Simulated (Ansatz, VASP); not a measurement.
**One calculation of C, two programs**

```xyz
8
Lattice="2.1033 -4.3337 0.0000 2.1033 4.3337 0.0000 0.0000 0.0000 2.4857" Properties=species:S:1:pos:R:3 pbc="T T T"
C     3.4281    1.4444    0.0000
C     0.7785   -1.4444    0.0000
C     0.7785    1.4444    0.0000
C     3.4281   -1.4444    0.0000
C     1.2993   -0.8067    1.1813
C     2.8802    0.7735    1.2428
C     2.8802   -0.7735    1.2428
C     1.3264    0.7735    1.2428
```

Alike in both runs: task single point; functional LDA; k mesh 6 × 6 × 10; occupations gaussian, width 0.05 eV; no spin polarisation.

|  | VASP | Ansatz |
| --- | --- | --- |
| version | VASP 6.6.1 | Ansatz 0.2.0 |
| potentials or method | VASP PAW LDA potentials, release 64 (C), cutoff 520 eV | scalar-relativistic, plane waves, PAW |
| valence electrons in the cell | 32 | 32 |

```tsv
	VASP	Ansatz	Ansatz less VASP
gap on the k mesh at the Fermi level (eV)	2.96	2.98	+0.016
least direct gap on the mesh (eV)	4.71	4.73	+0.018
pressure (GPa)	2.0	0.5	-1.51
traceless stress, the component that is largest in VASP (GPa)	1.83	1.79	-0.043
rms of the force components (eV/Å)	0.919	0.917	-0.0022
```

LDA's correlation is that of Perdew and Zunger in VASP and of Perdew and Wang (1992) in Ansatz. Atom by atom the forces differ by 0.008 eV/Å (rms over components).
